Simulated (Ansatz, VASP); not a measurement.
Two plane-wave programs on SnO

INCAR

```
SYSTEM = SnO
  PREC = Accurate
  ENCUT = 520
  EDIFF = 1E-6
  ISMEAR = 0
  SIGMA = 0.05
  LREAL = .FALSE.
  LASPH = .TRUE.
  NELM = 80
  ALGO = Normal
  ISIF = 2
  LWAVE = .FALSE.
  LCHARG = .TRUE.
  GGA = PE
  LELF = .TRUE.
  LVHAR = .TRUE.
  NBANDS = 28
```

Contents of KPOINTS:

```
regular mesh
0
G
  10 10 8
  0 0 0
```

File POSCAR:

```
SnO
1.0
    3.7521256289      0.0000000000      0.0000000000
    0.0000000000      3.7521256289      0.0000000000
    0.0000000000      0.0000000000      5.2192952050
Sn O
2 2
Direct
    0.0000000000      0.5000000000      0.2287361932
    0.5000000000      0.0000000000      0.7712638068
    0.0000000000      0.0000000000      0.0000000000
    0.5000000000      0.5000000000      0.0000000000
```

Input for Ansatz:

```yaml
crystal:
  lattice:
    - [3.7521256289, 0.0, 0.0]
    - [0.0, 3.7521256289, 0.0]
    - [0.0, 0.0, 5.219295205]
  atoms:
    - { symbol: Sn, position: [0.0, 0.5, 0.2287361932] }
    - { symbol: Sn, position: [0.5, 0.0, 0.7712638068] }
    - { symbol: O, position: [0.0, 0.0, 0.0] }
    - { symbol: O, position: [0.5, 0.5, 0.0] }
basis:
  ecutwfc: 420
kpoints:
  mp_grid: { grid: [10, 10, 8] }
hamiltonian:
  xc: pbe
scf:
  occupations: { method: gaussian, width: 0.05 }
output:
  forces: true
  stress: true
  eigenvalues: true
```

Change from the starting cell: strain -0.030 along x and y, +0.030 along z, atoms carried along.

Alike in both runs: task single point; functional PBE; k mesh 10 × 10 × 8; occupations gaussian, width 0.05 eV; no spin polarisation.

|  | VASP | Ansatz |
| --- | --- | --- |
| version | VASP 6.6.1 | Ansatz 0.2.0 |
| potentials or method | VASP PAW PBE potentials, release 64 (Sn_d, O), cutoff 520 eV | scalar-relativistic, plane waves, PAW |
| valence electrons in the cell | 40 | 40 |

Ansatz gave:

```
gap on the k mesh at the Fermi level (eV)                     : 0.25
least direct gap on the mesh (eV)                             : 2.05
pressure (GPa)                                                : 3.6
traceless stress, the component that is largest in VASP (GPa) : -3.24
rms of the force components (eV/Å)                            : 0.036
```

Task: What did VASP give for the same quantities?

Result: gap on the k mesh at the Fermi level (eV): 0.25; least direct gap on the mesh (eV): 2.02; pressure (GPa): 3.9; traceless stress, the component that is largest in VASP (GPa): -3.20; rms of the force components (eV/Å): 0.071.

Atom by atom the forces differ by 0.035 eV/Å (rms over components). With one functional, cell and mesh, what is left measures potentials, basis and numerics.
